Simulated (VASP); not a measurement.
# SiB2 (P-62m) in VASP: a series of runs, part 2 of 2

VASP 6.6.1. Earlier steps stand in the parts before.

### Step 4. Single point, PBE

This run uses another cell than the first one, of 9.44 Å³/atom.

The input, INCAR:

```
ALGO = Normal ; EDIFF = 1E-7
ENCUT = 520 ; GGA = PE
ISIF = 2 ; ISMEAR = 0
LASPH = T ; LCHARG = F
LREAL = F ; LWAVE = F
NBANDS = 19 ; NELM = 100
PREC = Accurate ; SIGMA = 0.1
```

The input, KPOINTS:

```
k-points
0
Gamma
  6 6 6
```

The input, POSCAR:

```
SiB2
1.0
    4.8364835159      0.0000000000      0.0000000000
   -2.4182417580      4.1885175898      0.0000000000
    0.0000000000      0.0000000000      2.7972293134
Si B
2 4
Direct
    0.6666666667      0.3333333333      0.5000000000
    0.3333333333      0.6666666667      0.5000000000
    0.2256133936      0.2256133936      0.0000000000
    0.0000000000      0.7743866064      0.0000000000
    0.7743866064      0.0000000000      0.0000000000
    0.0000000000      0.0000000000      0.5000000000
```

Potentials or basis: VASP PAW PBE potentials, release 64 (Si, B).

On the command line:

```
$ cat potpaw_PBE.64/Si/POTCAR potpaw_PBE.64/B/POTCAR > POTCAR
$ mpirun -np 1 vasp_std > vasp.out
```

OUTCAR:

```text
EDIFF = 1E-7
   ENCUT = 520
   GGA = PE
   ISIF = 2
   ISMEAR = 0
   LASPH = T
   LREAL = F
   NELM = 100
   PREC = Accurate

 ion  position               nearest neighbor table
   1  0.667  0.333  0.500-   5 2.38   5 2.38   4 2.38   4 2.38   3 2.38   3 2.38   2 2.79   2 2.79
                             2 2.79
   2  0.333  0.667  0.500-   4 2.38   4 2.38   5 2.38   5 2.38   3 2.38   3 2.38   1 2.79   1 2.79
                             1 2.79
   3  0.226  0.226  0.000-   6 1.77   6 1.77   5 1.89   4 1.89   1 2.38   1 2.38   2 2.38   2 2.38

   4  0.000  0.774  0.000-   6 1.77   6 1.77   5 1.89   3 1.89   2 2.38   2 2.38   1 2.38   1 2.38

   5  0.774  0.000  0.000-   6 1.77   6 1.77   3 1.89   4 1.89   1 2.38   1 2.38   2 2.38   2 2.38

   6  0.000  0.000  0.500-   5 1.77   5 1.77   3 1.77   3 1.77   4 1.77   4 1.77

  LATTYP: Found a hexagonal cell.
 ALAT       =     4.8364835159
 C/A-ratio  =     0.5783601462

  Lattice vectors:

 A1 = (   4.8364835159,   0.0000000000,   0.0000000000)
 A2 = (  -2.4182417580,   4.1885175898,   0.0000000000)
[... 180 lines left out ...]
  ---------------------------------------------------
  free energy    TOTEN  =       -32.15804144 eV

  energy without entropy =      -32.13874652  energy(sigma->0) =      -32.14839398

 E-fermi :   8.6813     XC(G=0): -11.6349

 val. band max:        8.5922314673   @ k =   0.3333  -0.0000   0.1667
 cond. band min:       8.6972605914   @ k =   0.3333   0.1667   0.3333
 fundamental gap:      0.1050291241
 Fermi energy:         8.6812916560

 k-point     1 :       0.0000    0.0000    0.0000
  band No.  band energies     occupation
      1      -7.2418      2.00000
      2      -1.8096      2.00000
      3       0.2568      2.00000
      4       0.2568      2.00000
      5       1.7522      2.00000
      6       2.3013      2.00000
[... 505 lines left out ...]
      6       3.2593      2.00000
[... 11 lines left out ...]
     18      15.0738      0.00000
     19      17.8003      0.00000

 [... further k-points ...]
[... 5 lines left out ...]
  --------------------------------------------------------------------------------------
  -------------------------------------------------------------------------------------
  Total        0.0529968      0.0529968      0.0407015     -0.0000000      0.0000000      0.0000000
  in kB        1.4984490      1.4984490      1.1508079     -0.0000000      0.0000000      0.0000000
  external PRESSURE =       1.3825686 kB  Pullay stress =       0.0000000 kB

 VOLUME and BASIS-vectors are now :
 -----------------------------------------------------------------------------
  energy-cutoff  :      520.00
  volume of cell :       56.67
      direct lattice vectors                 reciprocal lattice vectors
     4.836483516  0.000000000  0.000000000     0.206761792  0.119373976  0.000000000
    -2.418241758  4.188517590  0.000000000     0.000000000  0.238747953  0.000000000
     0.000000000  0.000000000  2.797229313     0.000000000  0.000000000  0.357496611

 POSITION                                       TOTAL-FORCE (eV/Angst)
 -----------------------------------------------------------------------------------
      2.41824      1.39617      1.39861        -0.000000      0.000000      0.000000
     -0.00000      2.79235      1.39861        -0.000000     -0.000000      0.000000
      0.54559      0.94499      0.00000         0.003253      0.005634      0.000000
     -1.87265      3.24353      0.00000         0.003253     -0.005634     -0.000000
      3.74531      0.00000      0.00000        -0.006506     -0.000000     -0.000000
      0.00000      0.00000      1.39861        -0.000000      0.000000      0.000000
 -----------------------------------------------------------------------------------
    total drift:                                0.000000      0.000000      0.000000

  FREE ENERGIE OF THE ION-ELECTRON SYSTEM (eV)
  ---------------------------------------------------
  free  energy   TOTEN  =       -32.1580414353 eV

  energy  without entropy=      -32.1387465232  energy(sigma->0) =      -32.14839398
```

stdout:

```text
POSCAR found type information on POSCAR SiB
 POSCAR found :  2 types and       6 ions
 scaLAPACK will be used
 LDA part: xc-table for (Slater+PW92), standard interpolation
 POSCAR, INCAR and KPOINTS ok, starting setup
 FFT: planning ... GRIDC
 FFT: planning ... GRID_SOFT
 FFT: planning ... GRID
 WAVECAR not read
 entering main loop
```

It took 19 s on 1 thread of Intel Xeon Platinum 8259CL at 2.50GHz (Skylake/Cascade Lake), shared host; peak memory 0.18 GiB.

Results:

* Free energy: -32.1580 eV
* Pressure: 0.1 GPa
* Largest force: 0.007 eV/Å
* Band gap on the k mesh: zero (bands 10 and 11 overlap by 5.97 eV)

Forces on the atoms (eV/Å):
```
Si   0.000  0.000  0.000
Si   0.000  0.000  0.000
B    0.003  0.006  0.000
B    0.003 -0.006  0.000
B   -0.007  0.000  0.000
B    0.000  0.000  0.000
```

Levels at points of the mesh, in eV from the Fermi level:
| k point | band 6 | band 7 | band 8 | band 9 | band 10 | band 11 | band 12 | band 13 | band 14 | band 15 |
| --- | --- | --- | --- | --- | --- | --- | --- | --- | --- | --- |
| (0.00, 0.00, 0.00) | -6.38 | -6.38 | -3.83 | 3.83 | 3.83 | 3.93 | 4.12 | 4.12 | 5.21 | 5.35 |
| (0.50, 0.00, 0.00) | -3.61 | -3.55 | -1.90 | -1.02 | 0.84 | 2.29 | 3.38 | 3.60 | 5.51 | 5.64 |
| (0.00, 0.00, 0.50) | -4.53 | -3.77 | -3.77 | -2.88 | -2.15 | -2.15 | -2.02 | -1.77 | -1.77 | 7.46 |
| (0.50, 0.00, 0.50) | -5.78 | -4.66 | -4.55 | -1.04 | -0.25 | -0.24 | 1.53 | 2.57 | 2.63 | 3.54 |

Caveat: the k points lie up to 0.37 Å⁻¹ apart, too coarse for converged energies and pressures of a metal.

### Step 5. Relaxation of cell and atoms, PBE

This run uses another cell than the first one, of 11.30 Å³/atom.

The input, INCAR:

```
SYSTEM = SiB2
  ALGO = Normal
  EDIFF = 1E-6
  EDIFFG = -0.04
  ENCUT = 600
  GGA = PE
  IBRION = 2
  ISIF = 3
  ISMEAR = 0
  LASPH = .TRUE.
  LCHARG = .FALSE.
  LREAL = .FALSE.
  LWAVE = .FALSE.
  NELM = 60
  NSW = 90
  PREC = Accurate
  SIGMA = 0.1
```

The input, KPOINTS:

```
k-points
0
G
  6 6 4
  0 0 0
```

The input, POSCAR:

```
SiB2
1.0
    4.3862493400      0.0000000000      0.0000000000
   -2.1931246700      3.7986033600      0.0000000000
    0.0000000000      0.0000000000      4.0698756700
Si B
2 4
Direct
    0.6666666700      0.3333333300      0.5000000000
    0.3333333300      0.6666666700      0.5000000000
    0.3396250200      0.3396250200      0.0000000000
    0.0000000000      0.6603749800      0.0000000000
    0.6603749800      0.0000000000      0.0000000000
    0.0000000000      0.0000000000      0.5000000000
```

On the command line:

```
$ cat potpaw_PBE.64/Si/POTCAR potpaw_PBE.64/B/POTCAR > POTCAR
$ mpirun -np 1 vasp_std > vasp.out
```

It took 9.4 min on 1 thread of Intel Xeon Platinum 8259CL at 2.50GHz (Skylake/Cascade Lake), shared host; peak memory 0.21 GiB.

Results (log left out):

| Property | Result |
| --- | --- |
| Free energy | -32.4087 eV |
| Relaxed volume | 9.27 Å³/atom |
| Relaxed cell | a = 4.796 Å, b = 4.796 Å, c = 2.791 Å, α = 90.00°, β = 90.00°, γ = 120.00° |
| Space group after relaxing (to 0.1 Å) | P-62m (No. 189) |
| Energy gained by relaxing | 871.0 meV/atom |
| Ionic steps | 57 |
| Pressure after relaxing | 0.3 GPa |
| Largest force after relaxing | 0.013 eV/Å |

Forces in eV/Å, atoms in the order of the input:
```
Si   0.000  0.000  0.000
Si   0.000  0.000  0.000
B   -0.006 -0.011  0.000
B   -0.006  0.011  0.000
B    0.013  0.000  0.000
B    0.000  0.000  0.000
```

Step by step:
| step | energy change (eV) | largest force (eV/Å) | pressure (GPa) | volume (Å³) |
| --- | --- | --- | --- | --- |
| 1 | 0.0000 | 0.0182 | -22.64 | 67.81 |
| 3 | -1.4011 | 0.0379 | 0.07 | 52.31 |
| 5 | -1.4637 | 0.0914 | 2.13 | 51.63 |
| 7 | -1.4909 | 0.0891 | 3.28 | 51.23 |
| 9 | -1.5022 | 0.0872 | -0.22 | 52.28 |
| 11 | -1.5107 | 0.1592 | -0.02 | 52.23 |
| 13 | -1.5547 | 0.1496 | 1.73 | 52.01 |
| 15 | -1.5553 | 0.1254 | 1.96 | 51.99 |
| 17 | -1.5566 | 0.1128 | 1.97 | 52.01 |
| 19 | -1.5589 | 0.0398 | 2.18 | 52.14 |
| 21 | -1.5695 | 0.0419 | 1.48 | 52.43 |
| 23 | -1.6145 | 0.0874 | -0.75 | 53.72 |
| 25 | -1.7084 | 1.2575 | -1.96 | 59.00 |
| 27 | -1.7715 | 0.4487 | -2.67 | 57.67 |
| 29 | -1.7847 | 0.3895 | -2.76 | 57.58 |
| 31 | -1.7604 | 1.4684 | -2.14 | 59.21 |
| 33 | -1.8259 | 0.6274 | -2.73 | 58.21 |
| 35 | -1.9683 | 0.0466 | -4.11 | 57.44 |
| 37 | -3.1591 | 1.2829 | -4.46 | 53.86 |
| 39 | -3.8711 | 1.8567 | 18.46 | 49.03 |
| 41 | -4.1050 | 2.0075 | 19.15 | 49.26 |
| 43 | -4.1444 | 1.9547 | 19.92 | 49.34 |
| 45 | -4.5238 | 1.6956 | 9.21 | 51.83 |
| 47 | -4.8048 | 1.4089 | -5.68 | 56.87 |
| 49 | -5.1582 | 0.7366 | -2.64 | 55.94 |
| 51 | -5.2100 | 0.3079 | -0.89 | 55.59 |
| 53 | -5.2149 | 0.1201 | -0.16 | 55.47 |
| 55 | -5.2250 | 0.0090 | 0.93 | 55.37 |
| 57 | -5.2260 | 0.0128 | 0.33 | 55.61 |

Final structure:
```yaml
crystal:
  lattice:
    - [4.79629, 0.00000, 0.00000]
    - [-2.39815, 4.15371, 0.00000]
    - [0.00000, 0.00000, 2.79118]
  atoms:
    - { symbol: Si, position: [0.66667, 0.33333, 0.50000] }
    - { symbol: Si, position: [0.33333, 0.66667, 0.50000] }
    - { symbol: B, position: [0.23038, 0.23038, 0.00000] }
    - { symbol: B, position: [0.00000, 0.76962, 0.00000] }
    - { symbol: B, position: [0.76962, 0.00000, 0.00000] }
    - { symbol: B, position: [0.00000, 0.00000, 0.50000] }
```

Levels at points of the mesh, in eV from the Fermi level:
```csv
k point,band 7,band 8,band 9,band 10,band 11,band 12,band 13,band 14
"(0.00, 0.00, 0.00)",-6.44,-3.62,3.98,3.98,4.01,4.18,4.18,5.24
"(0.50, 0.00, 0.00)",-3.36,-1.82,-0.94,0.88,2.23,3.61,3.62,5.73
"(0.00, 0.00, 0.50)",-3.61,-3.61,-2.94,-2.16,-2.16,-1.90,-1.81,-1.81
"(0.50, 0.00, 0.50)",-4.58,-4.50,-0.88,-0.06,-0.01,1.62,2.72,2.74
```

Caveat: the k points lie up to 0.56 Å⁻¹ apart in the final cell; the volume moved by over 15 % at a fixed basis, so the end points are rough; the highest band is partly filled, so the run has too few bands.

### Step 6. Relaxation of cell and atoms, PBE

The input, INCAR:

```
SYSTEM = SiB2
PREC = Accurate ; ENCUT = 600
EDIFF = 1E-7 ; ISMEAR = 0
SIGMA = 0.1 ; LREAL = .FALSE.
LASPH = .TRUE. ; NELM = 60
ALGO = Normal ; ISIF = 3
LWAVE = .FALSE. ; LCHARG = .FALSE.
GGA = PE ; IBRION = 2
NSW = 90 ; EDIFFG = -0.04
```

The input, KPOINTS:

```
Automatic mesh
0
G
  6 6 6
  0 0 0
```

The input, POSCAR:

```
SiB2
1.0
    4.8007783439      0.0000000000      0.0000000000
   -2.4003891720      4.1575960038      0.0000000000
    0.0000000000      0.0000000000      2.7926114770
Si B
2 4
Direct
    0.6666666667      0.3333333333      0.5000000000
    0.3333333333      0.6666666667      0.5000000000
    0.2300339111      0.2300339111      0.0000000000
    0.0000000000      0.7699660889      0.0000000000
    0.7699660889      0.0000000000      0.0000000000
    0.0000000000      0.0000000000      0.5000000000
```

Potentials or basis: VASP PAW PBE potentials, release 64 (Si, B).

On the command line:

```
$ cat potpaw_PBE.64/Si/POTCAR potpaw_PBE.64/B/POTCAR > POTCAR
$ mpirun -np 1 vasp_std > vasp.out
```

It took 47 s on 1 thread of Intel Xeon Platinum 8259CL at 2.50GHz (Skylake/Cascade Lake), shared host; peak memory 0.19 GiB.

Results (log left out):

```yaml
Free_energy: -32.1599 eV
Relaxed_volume: 9.42 Å³/atom
Relaxed_cell: a = 4.821 Å, b = 4.821 Å, c = 2.807 Å, α = 90.00°, β = 90.00°, γ = 120.00°
Space_group_after_relaxing_to_0.1_Å: P-62m (No. 189)
Energy_gained_by_relaxing: 1.5 meV/atom
Ionic_steps: 4
Pressure_after_relaxing: 0.3 GPa
Largest_force_after_relaxing: 0.022 eV/Å
```

Forces in eV/Å, atoms in the order of the input:
```
Si   0.000  0.000  0.000
Si   0.000  0.000  0.000
B    0.011  0.019  0.000
B    0.011 -0.019  0.000
B   -0.022  0.000  0.000
B    0.000  0.000  0.000
```

Stress tensor (GPa, compression positive):
```
 0.55  0.00  0.00
 0.00  0.55  0.00
 0.00  0.00 -0.23
```

Step by step:
```csv
step,energy change (eV),largest force (eV/Å),pressure (GPa),volume (Å³)
1,0.0000,0.1978,1.08,55.74
2,-0.0068,0.1150,0.27,56.25
3,-0.0083,0.0455,-0.32,56.62
4,-0.0088,0.0224,0.29,56.50
```

Final structure:
```
Si B
1.0
     4.82073    0.00000    0.00000
    -2.41036    4.17487    0.00000
     0.00000    0.00000    2.80731
Si B
2 4
Direct
  0.66667 0.33333 0.50000
  0.33333 0.66667 0.50000
  0.22585 0.22585 0.00000
  0.00000 0.77415 0.00000
  0.77415 0.00000 0.00000
  0.00000 0.00000 0.50000
```

Levels at points of the mesh, in eV from the Fermi level:
| k point | band 6 | band 7 | band 8 | band 9 | band 10 | band 11 | band 12 | band 13 | band 14 |
| --- | --- | --- | --- | --- | --- | --- | --- | --- | --- |
| (0.00, 0.00, 0.00) | -6.39 | -6.39 | -3.95 | 3.80 | 3.90 | 3.90 | 4.04 | 4.04 | 5.09 |
| (0.50, 0.00, 0.00) | -3.71 | -3.51 | -1.86 | -0.98 | 0.89 | 2.16 | 3.44 | 3.50 | 5.41 |
| (0.00, 0.00, 0.50) | -4.54 | -3.80 | -3.80 | -2.86 | -2.18 | -2.18 | -2.02 | -1.82 | -1.82 |
| (0.50, 0.00, 0.50) | -5.81 | -4.70 | -4.59 | -1.04 | -0.26 | -0.21 | 1.52 | 2.57 | 2.67 |

Caveat: the k points lie up to 0.37 Å⁻¹ apart in the final cell; the highest band is partly filled, so the run has too few bands.

### Step 7. Summary

```tsv
task	cell	k mesh	cutoff (eV)	gap on the mesh (eV)	pressure (GPa)	relaxed volume (Å³/atom)	largest force (eV/Å)
single point	a = 4.801, b = 4.801, c = 2.793 Å, angles 90.0, 90.0, 120.0°, 6 atoms, atomic positions A	6 × 6 × 4	520	none	0.0	-	-
single point	a = 4.386, b = 4.386, c = 4.070 Å, angles 90.0, 90.0, 120.0°, 6 atoms, atomic positions B	6 × 6 × 4	520	none	-22.6	-	0.02
single point	a = 4.836, b = 4.836, c = 2.797 Å, angles 90.0, 90.0, 120.0°, 6 atoms, atomic positions C	6 × 6 × 6	520	none	0.1	-	0.01
relaxation of cell and atoms	relaxed from a = 4.386, b = 4.386, c = 4.070 Å, angles 90.0, 90.0, 120.0°, 6 atoms, atomic positions B	6 × 6 × 4	600	-	0.3	9.27	0.01
relaxation of cell and atoms	relaxed from a = 4.801, b = 4.801, c = 2.793 Å, angles 90.0, 90.0, 120.0°, 6 atoms, atomic positions A	6 × 6 × 6	600	-	0.3	9.42	0.02
```

Alike in all rows: level PBE; potentials or basis VASP PAW PBE potentials, release 64 (Si, B); no spin polarisation; smearing gaussian 0.1 eV.

Caveats: all runs use coarse meshes; the highest band is partly filled, so the run has too few bands (at least some runs); the volume moved by over 15 % at a fixed basis, so the end points are rough (at least some runs).

Absolute energies hang on the potentials; compare differences alone.

The gap in the log of VASP goes by the Fermi energy; the results here count the filled bands.